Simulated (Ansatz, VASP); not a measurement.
# Two plane-wave programs on GaP

The input INCAR:

```
SYSTEM = GaP
PREC = Accurate
ENCUT = 500
EDIFF = 1E-6
ISMEAR = -5
SIGMA = 0.1
LREAL = .False.
LASPH = .True.
NELM = 120
ALGO = Normal
ISIF = 2
LWAVE = .False.
LCHARG = .False.
GGA = PE
NBANDS = 16
GGA_COMPAT = .False.
```

File KPOINTS:

```
Automatic mesh
0
Gamma
  10 10 10
  0 0 0
```

File POSCAR:

```
GaP
1.0
    0.0000000000      2.7252500963      2.7252500963
    2.7252500963      0.0000000000      2.7252500963
    2.7252500963      2.7252500963      0.0000000000
Ga P
1 1
Direct
    0.0000000000      0.0000000000      0.0000000000
    0.7500000000      0.7500000000      0.7500000000
```

Input for Ansatz:

```yaml
crystal:
  lattice:
    - [0.0, 2.7252500963, 2.7252500963]
    - [2.7252500963, 0.0, 2.7252500963]
    - [2.7252500963, 2.7252500963, 0.0]
  atoms:
    - { symbol: Ga, position: [0.0, 0.0, 0.0] }
    - { symbol: P, position: [0.75, 0.75, 0.75] }
basis:
  ecutwfc: 420
  ecutrho_ratio: 4
kpoints:
  mp_grid: { grid: [10, 10, 10] }
hamiltonian:
  xc: pbe
scf:
  occupations: { method: tetrahedron }
output:
  forces: true
  stress: true
```

Alike in both runs: task single point; functional PBE; k mesh 10 × 10 × 10; occupations tetrahedron; no spin polarisation.

|  | VASP | Ansatz |
| --- | --- | --- |
| version | VASP 6.6.1 | Ansatz 0.2.0 |
| potentials or method | VASP PAW PBE potentials, release 64 (Ga_d, P), cutoff 500 eV | scalar-relativistic, plane waves, PAW |
| valence electrons in the cell | 18 | 18 |

```csv
,VASP,Ansatz,Ansatz less VASP
gap on the k mesh at the Fermi level (eV),1.60,1.61,+0.001
pressure (GPa),2.4,2.5,+0.09
```

The functional is the same, so the differences come from potentials, cutoffs and numerics. Ansatz's warnings: band table not solved further, tetrahedron derivatives may miss energy slope.
